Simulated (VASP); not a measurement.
Wanted: the native input for a VASP 6.6.1 run.

```
Task                   : single point
Functional             : LDA
Potentials or basis    : VASP PAW LDA potentials, release 64 (Mo_sv)
Cutoff                 : 520 eV
k mesh                 : 18 × 18 × 16
Occupations            : fermi-dirac, width 0.05 eV
Spin                   : no spin polarisation
Dipole correction      : no
Further INCAR settings : ALGO = Normal; EDIFF = 1e-06; NBANDS = 13
```

The structure of Mo lies in POSCAR:

```
Mo
1.0
    2.4748765259      0.0000000000      0.0000000000
   -1.2374382629      2.1433059427      0.0000000000
    0.0000000000      0.0000000000      2.2586951617
Mo
1
Direct
    0.0000000000      0.0000000000      0.0000000000
```

One way to write it, as run:

INCAR

```
SYSTEM = Mo
PREC = Accurate
ENCUT = 520
EDIFF = 1E-6
ISMEAR = -1
SIGMA = 0.05
LREAL = .FALSE.
LASPH = .TRUE.
NELM = 100
ALGO = Normal
ISIF = 2
LWAVE = .FALSE.
LCHARG = .FALSE.
GGA = CA
NBANDS = 13
```

KPOINTS

```
Automatic mesh
0
G
  18 18 16
  0 0 0
```

Potentials or basis: VASP PAW LDA potentials, release 64 (Mo_sv).

Run with:

```sh
$ cat potpaw_LDA.64/Mo_sv/POTCAR > POTCAR
$ mpirun -np 1 vasp_std > vasp.out
```

Results of the run:

```
Pressure               : 123.1 GPa
Band gap on the k mesh : zero (band 7 reaches 18.75 eV, above the bottom of band 8 at 15.30 eV)
```

It took 72 s on 1 thread of AMD EPYC 7R13, with other jobs on the host, peak memory 0.12 GiB.
